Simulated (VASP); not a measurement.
# La (Fd-3m) in VASP: further runs

The runs below take La through single point, with PBE.

Program: VASP 6.6.1. These are calculated values, not measurements. Logs are shortened: lines on timing, memory, paths and dates and some standing lists are left out, and cuts for length are marked.

### Step 1. The cell of the first run

It takes space group Fd-3m (No. 227, cubic). The conventional cell has a = 6.146 Å, b = 6.146 Å, c = 6.146 Å, α = 90.00°, β = 90.00°, γ = 90.00°. La (site symmetry -43m) has 4 La at 2.66 Å within 3.5 Å.

This isn't the form of La at room conditions, which is double hcp.

### Step 2. Single point, PBE (29.02 Å³/atom)

INCAR reads:

```
ALGO = Normal
EDIFF = 1E-6
ENCUT = 520
GGA = PE
ISIF = 2
ISMEAR = -1
LASPH = True
LCHARG = True
LELF = True
LREAL = False
LVHAR = True
LWAVE = False
NBANDS = 18
NELM = 60
PREC = Accurate
SIGMA = 0.05
```

KPOINTS reads:

```
k-points
0
Gamma
  9 9 9
```

POSCAR reads:

```
La
1.0
    0.0000000000      3.0731707793      3.0731707793
    3.0731707793      0.0000000000      3.0731707793
    3.0731707793      3.0731707793      0.0000000000
La
2
Direct
   -0.1250000000     -0.1250000000     -0.1250000000
    0.1250000000      0.1250000000      0.1250000000
```

Potentials or basis: VASP PAW PBE potentials, release 64 (La).

Run with:

```bash
> cat potpaw_PBE.64/La/POTCAR > POTCAR
> mpirun -np 1 vasp_std > vasp.out
```

OUTCAR:

```text
EDIFF = 1E-6
   ENCUT = 520
   GGA = PE
   ISIF = 2
   ISMEAR = -1
   LASPH = True
   LREAL = False
   NELM = 60
   PREC = Accurate

 ion  position               nearest neighbor table
   1  0.875  0.875  0.875-   2 2.66   2 2.66   2 2.66   2 2.66
   2  0.125  0.125  0.125-   1 2.66   1 2.66   1 2.66   1 2.66

  LATTYP: Found a face centered cubic cell.
 ALAT       =     6.1463415586

  Lattice vectors:

 A1 = (   0.0000000000,   3.0731707793,   3.0731707793)
 A2 = (   3.0731707793,   0.0000000000,   3.0731707793)
 A3 = (   3.0731707793,   3.0731707793,   0.0000000000)

Analysis of symmetry for initial positions (statically):
=====================================================================
 Subroutine PRICEL returns:
 Original cell was already a primitive cell.

 Routine SETGRP: Setting up the symmetry group for a
 face centered cubic supercell.

 Subroutine GETGRP returns: Found 48 space group operations
 (whereof 12 operations were pure point group operations)
 out of a pool of 48 trial point group operations.

The static configuration has the point symmetry D_3d.
 The point group associated with its full space group is O_h .

Analysis of symmetry for dynamics (positions and initial velocities):
=====================================================================
 Subroutine PRICEL returns:
 Original cell was already a primitive cell.

 Routine SETGRP: Setting up the symmetry group for a
 face centered cubic supercell.

 Subroutine GETGRP returns: Found 48 space group operations
 (whereof 12 operations were pure point group operations)
 out of a pool of 48 trial point group operations.

The dynamic configuration has the point symmetry D_3d.
 The point group associated with its full space group is O_h .

 Subroutine INISYM returns: Found 48 space group operations
 (whereof 12 operations are pure point group operations),
 and found     1 'primitive' translations

----------------------------------------------------------------------------------------

                                     Primitive cell

  volume of cell :      58.0484

  direct lattice vectors                    reciprocal lattice vectors
     0.000000000  3.073170779  3.073170779    -0.162698410  0.162698410  0.162698410
     3.073170779  0.000000000  3.073170779     0.162698410 -0.162698410  0.162698410
     3.073170779  3.073170779  0.000000000     0.162698410  0.162698410 -0.162698410

  length of vectors
     4.346119796  4.346119796  4.346119796     0.281801913  0.281801913  0.281801913

  position of ions in fractional coordinates (direct lattice)
     0.875000000  0.875000000  0.875000000
     0.125000000  0.125000000  0.125000000

  ion indices of the primitive-cell ions
   primitive index   ion index
                 1           1
                 2           2

----------------------------------------------------------------------------------------

 KPOINTS: k-points

Automatic generation of k-mesh.
 Grid dimensions read from file:
 generate k-points for:    9    9    9

 Generating k-lattice:

  Cartesian coordinates                     Fractional coordinates (reciprocal lattice)
    -0.018077601  0.018077601  0.018077601     0.111111111  0.000000000  0.000000000
     0.018077601 -0.018077601  0.018077601     0.000000000  0.111111111  0.000000000
     0.018077601  0.018077601 -0.018077601     0.000000000  0.000000000  0.111111111

  Length of vectors
     0.031311324  0.031311324  0.031311324

  Shift w.r.t. Gamma in fractional coordinates (k-lattice)
     0.000000000  0.000000000  0.000000000

 Subroutine IBZKPT returns following result:
 ===========================================

 Found     35 irreducible k-points:

 Following reciprocal coordinates:
            Coordinates               Weight
  0.000000  0.000000  0.000000      1.000000
  0.111111  0.000000  0.000000      8.000000
  0.222222  0.000000  0.000000      8.000000
  0.333333  0.000000  0.000000      8.000000
  0.444444  0.000000  0.000000      8.000000
  0.111111  0.111111  0.000000      6.000000
[... 16 lines left out ...]
 -0.333333  0.333333  0.000000     12.000000
  0.444444  0.444444  0.000000      6.000000
 [... further k-points ...]
   k-points           NKPTS =     35   k-points in BZ     NKDIM =     35   number of bands    NBANDS=     18
   number of dos      NEDOS =    301   number of ions     NIONS =      2
   total plane-waves  NPLWV =  32768
   dimension x,y,z NGX =    32 NGY =   32 NGZ =   32
   dimension x,y,z NGXF=    64 NGYF=   64 NGZF=   64
   ions per type =               2
   NGX,Y,Z   is equivalent  to a cutoff of  12.24, 12.24, 12.24 a.u.
   NGXF,Y,Z  is equivalent  to a cutoff of  24.48, 24.48, 24.48 a.u.
 SYSTEM =  unknown system
   PREC   = accura    normal or accurate (medium, high low for compatibility)
   ISTART =      0    job   : 0-new  1-cont  2-samecut
   ICHARG =      2    charge: 1-file 2-atom 10-const
   ISPIN  =      1    spin polarized calculation?
   LNONCOLLINEAR =      F non collinear calculations
   LSORBIT =      F    spin-orbit coupling
   LASPH  =      T    aspherical Exc in radial PAW
   ENCUT  =  520.0 eV  38.22 Ry    6.18 a.u.   8.08  8.08  8.08*2*pi/ulx,y,z
   NELM   =     60;   NELMIN=  2; NELMDL= -5     # of ELM steps
   EDIFF  = 0.1E-05   stopping-criterion for ELM
   LREAL  =      F    real-space projection
   EDIFFG = 0.1E-04   stopping-criterion for IOM
   NSW    =      0    number of steps for IOM
   IBRION =     -1    ionic relax: 0-MD 1-quasi-New 2-CG
   NFREE  =      0    steps in history (QN), initial steepest desc. (CG)
   ISIF   =      2    stress and relaxation
   ISYM   =      2    0-nonsym 1-usesym 2-fastsym
   POTIM  = 0.5000    time-step for ionic-motion
   TEBEG  =    0.0;   TEEND  =   0.0 temperature during run
   PSTRESS=    0.0 pullay stress
   NELECT =      22.0000    total number of electrons
   NUPDOWN=      -1.0000    fix difference up-down
   EMIN   =  10.00;   EMAX   =-10.00  energy-range for DOS
   EFERMI =   0.00;   METHOD = LEGACY
   ISMEAR =    -1;   SIGMA  =   0.05  broadening in eV -4-tet -1-fermi 0-gaus
   EFERMI_NEDOS =   21; number of points for ismear=-14 and -15
   IALGO  =     38    algorithm
   IMIX   =      4    mixing-type and parameters
     AMIX     =   0.40;   BMIX     =  1.00
     AMIX_MAG =   1.60;   BMIX_MAG =  1.00
  volume/ion in A,a.u.               =      29.02       195.86
  Fermi-wavevector in a.u.,A,eV,Ry     =   1.184729  2.238813 19.096904  1.403583
  Thomas-Fermi vector in A             =   2.320937
   LORBIT       =      0    0 simple, 1 ext, 2 COOP (PROOUT), +10 PAW based schemes
   GGA     = PE    functional components
   LHFCALC =     F    Hartree Fock is set to
   AEXX    =    0.0000 exact exchange contribution
   IVDW    =     0    specifies the selected vdW correction
   LEPSILON=     F    determine dielectric tensor
   LRPA    =     F    only Hartree local field effects (RPA)
 non-spin polarized calculation
  energy-cutoff  :      520.00
  volume of cell :       58.05
 maximum number of plane-waves:      1584
   NGX = 17   NGY = 17   NGZ = 17

 number of electron      22.0000003 magnetization

 Free energy of the ion-electron system (eV)
  ---------------------------------------------------
  ext. energy  EPLUGINS =         0.00000000
  ---------------------------------------------------
  free energy    TOTEN  =        -6.88587557 eV

  energy without entropy =       -6.87853164  energy(sigma->0) =       -6.88220361

 E-fermi :   9.8476     XC(G=0): -10.3224

 val. band max:        9.8164273763   @ k =   0.3333   0.3333   0.0000
 cond. band min:       9.8570261061   @ k =   0.4444   0.0000   0.0000
 fundamental gap:      0.0405987297
 Fermi energy:         9.8475803359

 k-point     1 :       0.0000    0.0000    0.0000
  band No.  band energies     occupation
      1     -24.0425      2.00000
      2     -20.7315      2.00000
      3      -8.1905      2.00000
      4      -8.1905      2.00000
      5      -8.1905      2.00000
      6      -5.0305      2.00000
[... 10 lines left out ...]
     17      11.9085      0.00000
     18      12.1773      0.00000

 k-point     2 :       0.1111    0.0000    0.0000
  band No.  band energies     occupation
      1     -23.9835      2.00000
      2     -20.8308      2.00000
      3      -8.2524      2.00000
      4      -8.2524      2.00000
      5      -8.1805      2.00000
      6      -4.9528      2.00000
[... 10 lines left out ...]
     17      11.9162      0.00000
     18      12.1084      0.00000

 k-point     3 :       0.2222    0.0000    0.0000
  band No.  band energies     occupation
      1     -23.8173      2.00000
      2     -21.0967      2.00000
      3      -8.3956      2.00000
      4      -8.3956      2.00000
      5      -8.1729      2.00000
      6      -4.7214      2.00000
[... 10 lines left out ...]
     17      11.8805      0.00000
     18      11.9362      0.00000

 k-point     4 :       0.3333    0.0000    0.0000
  band No.  band energies     occupation
      1     -23.5841      2.00000
      2     -21.4396      2.00000
      3      -8.5401      2.00000
      4      -8.5401      2.00000
      5      -8.1901      2.00000
      6      -4.4620      2.00000
[... 375 lines left out ...]
      4      -8.9715      2.00000
      5      -6.7699      2.00000
      6      -5.7352      2.00000
[... 10 lines left out ...]
     17      12.1720      0.00000
     18      12.3784      0.00000

 k-point    23 :      -0.3333    0.3333    0.0000
  band No.  band energies     occupation
      1     -22.9878      2.00000
      2     -22.1886      2.00000
      3      -9.2484      2.00000
      4      -8.8682      2.00000
      5      -6.9843      2.00000
      6      -5.4171      2.00000
[... 10 lines left out ...]
     17      12.1144      0.00000
     18      12.2966      0.00000

 k-point    24 :       0.4444    0.4444    0.0000
  band No.  band energies     occupation
      1     -22.8733      2.00000
      2     -22.3160      2.00000
      3      -9.0732      2.00000
      4      -9.0732      2.00000
      5      -6.5898      2.00000
      6      -6.1136      2.00000
[... 10 lines left out ...]
     17      12.2454      0.00000
     18      12.4213      0.00000

 [... further k-points ...]

------------------------ aborting loop because EDIFF is reached ----------------------------------------

  FORCE on cell =-STRESS in cart. coord.  units (eV):
  Direction    XX          YY          ZZ          XY          YZ          ZX
  --------------------------------------------------------------------------------------
  -------------------------------------------------------------------------------------
  Total        7.8743938      7.8743938      7.8743938     -0.0000000      0.0000000     -0.0000000
  in kB      217.3389822    217.3389822    217.3389822     -0.0000000      0.0000000     -0.0000000
  external PRESSURE =     217.3389822 kB  Pullay stress =       0.0000000 kB

 VOLUME and BASIS-vectors are now :
 -----------------------------------------------------------------------------
  energy-cutoff  :      520.00
  volume of cell :       58.05
      direct lattice vectors                 reciprocal lattice vectors
     0.000000000  3.073170779  3.073170779    -0.162698410  0.162698410  0.162698410
     3.073170779  0.000000000  3.073170779     0.162698410 -0.162698410  0.162698410
     3.073170779  3.073170779  0.000000000     0.162698410  0.162698410 -0.162698410

 POSITION                                       TOTAL-FORCE (eV/Angst)
 -----------------------------------------------------------------------------------
      5.37805      5.37805      5.37805         0.000000      0.000000      0.000000
      0.76829      0.76829      0.76829        -0.000000     -0.000000     -0.000000
 -----------------------------------------------------------------------------------
    total drift:                                0.000000      0.000000     -0.000000

  FREE ENERGIE OF THE ION-ELECTRON SYSTEM (eV)
  ---------------------------------------------------
  free  energy   TOTEN  =        -6.8858755747 eV

  energy  without entropy=       -6.8785316379  energy(sigma->0) =       -6.88220361
```

It took 60 s on 1 thread of Intel Xeon 8259CL, shared host; peak memory 0.2 GiB.

Results:

| Property | Result |
| --- | --- |
| Free energy | -6.8859 eV |
| Pressure | 21.7 GPa |
| Band gap on the k mesh | zero (bands 11 and 12 overlap by 0.05 eV) |

Caveat: the cell stands under pressure; spin-orbit coupling is left out, which moves the levels of the heavy elements.

(Continued in part 2 of 2.)
